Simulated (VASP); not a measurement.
# AlNi (Pm-3m) in VASP: single point with r2SCAN

Aim: the single point of AlNi with r2SCAN.

All numbers are computed with VASP 6.6.1; they aren't measurements. Logs are shortened: lines on timing, memory, paths and dates and some standing lists are left out, and cuts for length are marked.

## Step 1: The cell of the first run

The structure is cubic, space group Pm-3m (No. 221). The conventional cell has a = 2.881 Å, b = 2.881 Å, c = 2.881 Å, α = 90.00°, β = 90.00°, γ = 90.00°. Al (site symmetry m-3m) has 8 Ni at 2.50 Å and 6 Al at 2.88 Å within 3.3 Å. Within 3.3 Å of Ni (site symmetry m-3m) lie 8 Al at 2.50 Å and 6 Ni at 2.88 Å.

## Step 2: Single point, r2SCAN, collinear spin, ferromagnetic start

Contents of POSCAR:

```
AlNi
1.0
    2.8810000000      0.0000000000      0.0000000000
    0.0000000000      2.8810000000      0.0000000000
    0.0000000000      0.0000000000      2.8810000000
Al Ni
1 1
Direct
    0.0000000000      0.0000000000      0.0000000000
    0.5000000000      0.5000000000      0.5000000000
```

Contents of INCAR.step1:

```
SYSTEM = AlNi
ALGO = Normal
EDIFF = 1E-4
ENCUT = 520
GGA = PE
ISMEAR = 1
ISPIN = 2
LASPH = .TRUE.
LCHARG = .FALSE.
LMAXMIX = 4
LREAL = .FALSE.
LWAVE = .TRUE.
MAGMOM = 0 1.5
NBANDS = 18
NELM = 150
PREC = Accurate
SIGMA = 0.1
```

Contents of INCAR.step2:

```
SYSTEM = AlNi
ALGO = Normal
EDIFF = 1E-6
ENCUT = 520
ISIF = 2
ISMEAR = 1
ISPIN = 2
ISTART = 1
LASPH = .TRUE.
LCHARG = .FALSE.
LMAXMIX = 4
LMIXTAU = .TRUE.
LORBIT = 11
LREAL = .FALSE.
LWAVE = .FALSE.
MAGMOM = 0 1.5
METAGGA = R2SCAN
NBANDS = 18
NELM = 150
PREC = Accurate
SIGMA = 0.1
```

Contents of KPOINTS:

```
k-points
0
G
  16 16 16
  0 0 0
```

Potentials or basis: VASP PAW PBE potentials, release 64 (Al, Ni).

Launch:

```bash
$ cat potpaw_PBE.64/Al/POTCAR potpaw_PBE.64/Ni/POTCAR > POTCAR
$ cp INCAR.step1 INCAR
$ mpirun -np 1 vasp_std > vasp.out
$ cp INCAR.step2 INCAR
$ mpirun -np 1 vasp_std > vasp.out
```

OUTCAR:

```text
SYSTEM = AlNi
   EDIFF = 1E-6
   ENCUT = 520
   ISIF = 2
   ISMEAR = 1
   ISPIN = 2
   ISTART = 1
   LASPH = .TRUE.
   LORBIT = 11
   LREAL = .FALSE.
   METAGGA = R2SCAN
   NELM = 150
   PREC = Accurate

 ion  position               nearest neighbor table
   1  0.000  0.000  0.000-   2 2.50   2 2.50   2 2.50   2 2.50   2 2.50   2 2.50   2 2.50   2 2.50

   2  0.500  0.500  0.500-   1 2.50   1 2.50   1 2.50   1 2.50   1 2.50   1 2.50   1 2.50   1 2.50

  LATTYP: Found a simple cubic cell.
 ALAT       =     2.8810000000

  Lattice vectors:

 A1 = (   2.8810000000,   0.0000000000,   0.0000000000)
 A2 = (   0.0000000000,   2.8810000000,   0.0000000000)
 A3 = (   0.0000000000,   0.0000000000,   2.8810000000)

Analysis of symmetry for initial positions (statically):
=====================================================================
 Subroutine PRICEL returns:
 Original cell was already a primitive cell.

 Routine SETGRP: Setting up the symmetry group for a
 simple cubic supercell.

 Subroutine GETGRP returns: Found 48 space group operations
 (whereof 48 operations were pure point group operations)
 out of a pool of 48 trial point group operations.

The static configuration has the point symmetry O_h .

Analysis of symmetry for dynamics (positions and initial velocities):
=====================================================================
 Subroutine PRICEL returns:
 Original cell was already a primitive cell.

 Routine SETGRP: Setting up the symmetry group for a
 simple cubic supercell.

 Subroutine GETGRP returns: Found 48 space group operations
 (whereof 48 operations were pure point group operations)
 out of a pool of 48 trial point group operations.

The dynamic configuration has the point symmetry O_h .

Analysis of structural, dynamic, and magnetic symmetry:
=====================================================================
 Subroutine PRICEL returns:
 Original cell was already a primitive cell.

 Routine SETGRP: Setting up the symmetry group for a
 simple cubic supercell.

 Subroutine GETGRP returns: Found 48 space group operations
 (whereof 48 operations were pure point group operations)
 out of a pool of 48 trial point group operations.

The overall configuration has the point symmetry O_h .

 Subroutine INISYM returns: Found 48 space group operations
 (whereof 48 operations are pure point group operations),
 and found     1 'primitive' translations

----------------------------------------------------------------------------------------

                                     Primitive cell

  volume of cell :      23.9128

  direct lattice vectors                    reciprocal lattice vectors
     2.881000000  0.000000000  0.000000000     0.347101701  0.000000000  0.000000000
     0.000000000  2.881000000  0.000000000     0.000000000  0.347101701  0.000000000
     0.000000000  0.000000000  2.881000000     0.000000000  0.000000000  0.347101701

  length of vectors
     2.881000000  2.881000000  2.881000000     0.347101701  0.347101701  0.347101701

  position of ions in fractional coordinates (direct lattice)
     0.000000000  0.000000000  0.000000000
     0.500000000  0.500000000  0.500000000

  ion indices of the primitive-cell ions
   primitive index   ion index
                 1           1
                 2           2

----------------------------------------------------------------------------------------

 KPOINTS: k-points

Automatic generation of k-mesh.
 Grid dimensions read from file:
 generate k-points for:   16   16   16

 Generating k-lattice:

  Cartesian coordinates                     Fractional coordinates (reciprocal lattice)
     0.021693856  0.000000000  0.000000000     0.062500000  0.000000000  0.000000000
     0.000000000  0.021693856  0.000000000     0.000000000  0.062500000  0.000000000
     0.000000000  0.000000000  0.021693856     0.000000000  0.000000000  0.062500000

  Length of vectors
     0.021693856  0.021693856  0.021693856

  Shift w.r.t. Gamma in fractional coordinates (k-lattice)
     0.000000000  0.000000000  0.000000000

 Subroutine IBZKPT returns following result:
 ===========================================

 Found    165 irreducible k-points:

 Following reciprocal coordinates:
            Coordinates               Weight
  0.000000  0.000000  0.000000      1.000000
  0.062500  0.000000  0.000000      6.000000
  0.125000  0.000000  0.000000      6.000000
  0.187500  0.000000  0.000000      6.000000
  0.250000  0.000000  0.000000      6.000000
  0.312500  0.000000  0.000000      6.000000
[... 16 lines left out ...]
  0.437500  0.125000  0.000000     24.000000
  0.500000  0.125000  0.000000     12.000000
 [... further k-points ...]
   k-points           NKPTS =    165   k-points in BZ     NKDIM =    165   number of bands    NBANDS=     18
   number of dos      NEDOS =    301   number of ions     NIONS =      2
   total plane-waves  NPLWV =  13824
   dimension x,y,z NGX =    24 NGY =   24 NGZ =   24
   dimension x,y,z NGXF=    48 NGYF=   48 NGZF=   48
   ions per type =               1   1
   NGX,Y,Z   is equivalent  to a cutoff of  13.85, 13.85, 13.85 a.u.
   NGXF,Y,Z  is equivalent  to a cutoff of  27.70, 27.70, 27.70 a.u.
 SYSTEM =  AlNi
   PREC   = accura    normal or accurate (medium, high low for compatibility)
   ISTART =      1    job   : 0-new  1-cont  2-samecut
   ICHARG =      0    charge: 1-file 2-atom 10-const
   ISPIN  =      2    spin polarized calculation?
   LNONCOLLINEAR =      F non collinear calculations
   LSORBIT =      F    spin-orbit coupling
   LASPH  =      T    aspherical Exc in radial PAW
   ENCUT  =  520.0 eV  38.22 Ry    6.18 a.u.   5.36  5.36  5.36*2*pi/ulx,y,z
   NELM   =    150;   NELMIN=  2; NELMDL=  0     # of ELM steps
   EDIFF  = 0.1E-05   stopping-criterion for ELM
   LREAL  =      F    real-space projection
   EDIFFG = 0.1E-04   stopping-criterion for IOM
   NSW    =      0    number of steps for IOM
   IBRION =     -1    ionic relax: 0-MD 1-quasi-New 2-CG
   NFREE  =      0    steps in history (QN), initial steepest desc. (CG)
   ISIF   =      2    stress and relaxation
   ISYM   =      2    0-nonsym 1-usesym 2-fastsym
   POTIM  = 0.5000    time-step for ionic-motion
   TEBEG  =    0.0;   TEEND  =   0.0 temperature during run
   PSTRESS=    0.0 pullay stress
   NELECT =      13.0000    total number of electrons
   NUPDOWN=      -1.0000    fix difference up-down
   EMIN   =  10.00;   EMAX   =-10.00  energy-range for DOS
   EFERMI =   0.00;   METHOD = LEGACY
   ISMEAR =     1;   SIGMA  =   0.10  broadening in eV -4-tet -1-fermi 0-gaus
   EFERMI_NEDOS =   21; number of points for ismear=-14 and -15
   IALGO  =     38    algorithm
   IMIX   =      4    mixing-type and parameters
     AMIX     =   0.40;   BMIX     =  1.00
     AMIX_MAG =   1.60;   BMIX_MAG =  1.00
  volume/ion in A,a.u.               =      11.96        80.69
  Fermi-wavevector in a.u.,A,eV,Ry     =   1.336122  2.524904 24.289410  1.785221
  Thomas-Fermi vector in A             =   2.464773
   LORBIT       =     11    0 simple, 1 ext, 2 COOP (PROOUT), +10 PAW based schemes
   METAGGA = R2SCAN    functional components
   LHFCALC =     F    Hartree Fock is set to
   AEXX    =    0.0000 exact exchange contribution
   IVDW    =     0    specifies the selected vdW correction
   LEPSILON=     F    determine dielectric tensor
   LRPA    =     F    only Hartree local field effects (RPA)
 spin polarized calculation
 Methfessel and Paxton  Order N= 1 SIGMA  =   0.10
  energy-cutoff  :      520.00
  volume of cell :       23.91
 maximum number of plane-waves:       661
 NGX is ok and might be reduce to    24
   NGX = 11   NGY = 11   NGZ = 11

 number of electron      13.0000015 magnetization       0.0000002

 number of electron      13.0000015 magnetization      -0.0000001

 Free energy of the ion-electron system (eV)
  ---------------------------------------------------
  ext. energy  EPLUGINS =         0.00000000
  ---------------------------------------------------
  free energy    TOTEN  =       -20.06384896 eV

  energy without entropy =      -20.06348209  energy(sigma->0) =      -20.06372667

 E-fermi :   9.8886     XC(G=0): -13.0127

 val. band max:        9.8716829700   @ k =   0.4375   0.4375   0.2500
 cond. band min:       9.8902610128   @ k =   0.3750   0.3125   0.1250
 fundamental gap:      0.0185780428
 Fermi energy:         9.8886139039

 spin component 1

 k-point     1 :       0.0000    0.0000    0.0000
  band No.  band energies     occupation
      1      -1.8262      1.00000
      2       6.5486      1.00000
      3       6.5486      1.00000
      4       8.2922      1.00000
      5       8.2922      1.00000
      6       8.2922      1.00000
[... 10 lines left out ...]
     17      34.4165      0.00000
     18      34.4165      0.00000
[... 463 lines left out ...]
 k-point    24 :       0.5000    0.1250    0.0000
  band No.  band energies     occupation
      1       2.8339      1.00000
      2       3.0332      1.00000
      3       7.1197      1.00000
      4       7.4873      1.00000
      5       7.5898      1.00000
      6       8.2791      1.00000
[... 10 lines left out ...]
     17      34.9239      0.00000
     18      37.2231      0.00000

 [... further k-points ...]

 spin component 2

 k-point     1 :       0.0000    0.0000    0.0000
  band No.  band energies     occupation
      1      -1.8262      1.00000
      2       6.5486      1.00000
      3       6.5486      1.00000
      4       8.2922      1.00000
      5       8.2922      1.00000
      6       8.2922      1.00000
[... 10 lines left out ...]
     17      34.4165      0.00000
     18      34.4165      0.00000
[... 463 lines left out ...]
 k-point    24 :       0.5000    0.1250    0.0000
  band No.  band energies     occupation
      1       2.8339      1.00000
      2       3.0332      1.00000
      3       7.1197      1.00000
      4       7.4873      1.00000
      5       7.5898      1.00000
      6       8.2791      1.00000
[... 10 lines left out ...]
     17      34.9239      0.00000
     18      37.2231      0.00000

 [... further k-points ...]

------------------------ aborting loop because EDIFF is reached ----------------------------------------

  FORCE on cell =-STRESS in cart. coord.  units (eV):
  Direction    XX          YY          ZZ          XY          YZ          ZX
  --------------------------------------------------------------------------------------
  -------------------------------------------------------------------------------------
  Total       -0.4972968     -0.4972968     -0.4972968      0.0000000     -0.0000000     -0.0000000
  in kB      -33.3193467    -33.3193467    -33.3193467      0.0000000     -0.0000000     -0.0000000
  external PRESSURE =     -33.3193467 kB  Pullay stress =       0.0000000 kB

 VOLUME and BASIS-vectors are now :
 -----------------------------------------------------------------------------
  energy-cutoff  :      520.00
  volume of cell :       23.91
      direct lattice vectors                 reciprocal lattice vectors
     2.881000000  0.000000000  0.000000000     0.347101701  0.000000000  0.000000000
     0.000000000  2.881000000  0.000000000     0.000000000  0.347101701  0.000000000
     0.000000000  0.000000000  2.881000000     0.000000000  0.000000000  0.347101701

 POSITION                                       TOTAL-FORCE (eV/Angst)
 -----------------------------------------------------------------------------------
      0.00000      0.00000      0.00000         0.000000      0.000000      0.000000
      1.44050      1.44050      1.44050         0.000000      0.000000      0.000000
 -----------------------------------------------------------------------------------
    total drift:                                0.000000      0.000000     -0.000000

  FREE ENERGIE OF THE ION-ELECTRON SYSTEM (eV)
  ---------------------------------------------------
  free  energy   TOTEN  =       -20.0638489601 eV

  energy  without entropy=      -20.0634820893  energy(sigma->0) =      -20.06372667

 total charge

# of ion       s       p       d       tot
------------------------------------------
    1        0.380   0.425   0.000   0.806
    2        0.486   0.540   8.486   9.512
--------------------------------------------------
tot          0.867   0.965   8.486  10.318

 magnetization (x)

# of ion       s       p       d       tot
------------------------------------------
    1       -0.000  -0.000   0.000  -0.000
    2       -0.000  -0.000   0.000   0.000
--------------------------------------------------
tot         -0.000  -0.000   0.000   0.000
```

Run time: 4.6 min. Hardware: 1 thread of Intel Xeon 6975P-C, shared host; peak memory 0.24 GiB.

Results:

* Free energy: -20.0638 eV
* Pressure: -3.3 GPa
* Net moment: 0.00 μB per cell
* Valence electrons inside the program's atomic spheres: Al 0.81; Ni 9.51

Levels at points of the mesh, in eV from the Fermi level:
Spin up:
```tsv
k point	band 5	band 6	band 7	band 8	band 9	band 10
(0.00, 0.00, 0.00)	-1.60	-1.60	5.89	5.89	5.89	8.39
(0.50, 0.00, 0.00)	-2.32	-1.51	-0.64	8.64	10.55	10.55
(0.50, 0.50, 0.00)	-2.15	-2.15	-1.03	1.59	2.71	13.28
(0.50, 0.50, 0.50)	-0.99	2.04	2.04	2.04	4.46	4.63
```
Spin down:
| k point | band 3 | band 4 | band 5 | band 6 | band 7 | band 8 | band 9 | band 10 | band 11 | band 12 |
| --- | --- | --- | --- | --- | --- | --- | --- | --- | --- | --- |
| (0.00, 0.00, 0.00) | -3.34 | -1.60 | -1.60 | -1.60 | 5.89 | 5.89 | 5.89 | 8.39 | 8.39 | 15.03 |
| (0.50, 0.00, 0.00) | -2.83 | -2.32 | -2.32 | -1.51 | -0.64 | 8.64 | 10.55 | 10.55 | 11.61 | 11.61 |
| (0.50, 0.50, 0.00) | -3.10 | -3.10 | -2.15 | -2.15 | -1.03 | 1.59 | 2.71 | 13.28 | 15.82 | 15.82 |
| (0.50, 0.50, 0.50) | -4.29 | -0.99 | -0.99 | 2.04 | 2.04 | 2.04 | 4.46 | 4.63 | 4.63 | 4.63 |

Caveat: the starting moments collapsed, and a magnetic state may lie lower; the PAW data sets were made with another functional, which shifts forces and pressure a little.
